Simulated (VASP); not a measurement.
Here is a VASP 6.6.1 calculation.

File INCAR:

```
SYSTEM = CoSi
PREC = Accurate ; ENCUT = 520
EDIFF = 1E-6 ; ISMEAR = 0
SIGMA = 0.15 ; LREAL = .False.
LASPH = .True. ; NELM = 150
ALGO = Normal ; ISIF = 2
LWAVE = .False. ; LCHARG = .False.
ISPIN = 2 ; MAGMOM = 0.51 0
LORBIT = 11 ; LMAXMIX = 4
GGA = PS ; NBANDS = 18
```

Contents of KPOINTS:

```
regular mesh
0
Gamma
  22 22 22
  0 0 0
```

The input POSCAR:

```
CoSi
1.0
    2.7520624448      0.0000000000      0.0000000000
    0.0000000000      2.7520624448      0.0000000000
    0.0000000000      0.0000000000      2.7520624448
Co Si
1 1
Direct
   -0.0157341162     -0.0157341162     -0.0157341162
    0.5000000000      0.5000000000      0.5000000000
```

Potentials or basis: VASP PAW PBE potentials, release 64 (Co, Si).

Launch:

```bash
$ cat potpaw_PBE.64/Co/POTCAR potpaw_PBE.64/Si/POTCAR > POTCAR
$ mpirun -np 1 vasp_std > vasp.out
```

(1) Predict the pressure.

(2) What does it give for the site moments?

(3) Predict the net moment.

(4) Predict the largest force.

## Answers

(1) 0.9 GPa.

(2) Co +0.44; Si +0.01 μB.

(3) 0.44 μB per cell.

(4) 0.432 eV/Å.

Caveat: the cell differs from its parent crystal (all Co atoms moved +0.075 Å, as atom 1 towards its neighbour atom 2 (Si) at 2.383 Å); the PAW data sets were made with another functional, which shifts forces and pressure a little.
